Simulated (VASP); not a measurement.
Here is a VASP 6.6.1 calculation.

Contents of INCAR:

```
PREC = Accurate
ENCUT = 1340
EDIFF = 1E-6
ISMEAR = 0
SIGMA = 0.01
LREAL = False
LASPH = True
NELM = 120
ALGO = Normal
ISIF = 2
LWAVE = False
LCHARG = False
GGA = PE
NBANDS = 15
GGA_COMPAT = False
```

The input KPOINTS:

```
Automatic mesh
0
Gamma
  6 6 6
```

POSCAR

```
BaO
1.0
    0.0000000000      2.6746192721      2.6746192721
    2.6746192721      0.0000000000      2.6746192721
    2.6746192721      2.6746192721      0.0000000000
Ba O
1 1
Direct
    0.0000000000      0.0000000000      0.0000000000
    0.5000000000      0.5000000000      0.5000000000
```

Potentials or basis: VASP PAW PBE potentials, release 64 (Ba_sv, O_h).

The run is started by

```console
$ cat potpaw_PBE.64/Ba_sv/POTCAR potpaw_PBE.64/O_h/POTCAR > POTCAR
$ mpirun -np 1 vasp_std > vasp.out
```

(1) Predict the pressure.

(2) What does it give for the band gap on the k mesh?

## Answers

(1) 13.8 GPa.

(2) 1.55 eV.

Caveat: the cell stands under pressure; spin-orbit coupling is left out, which moves the levels of the heavy elements.
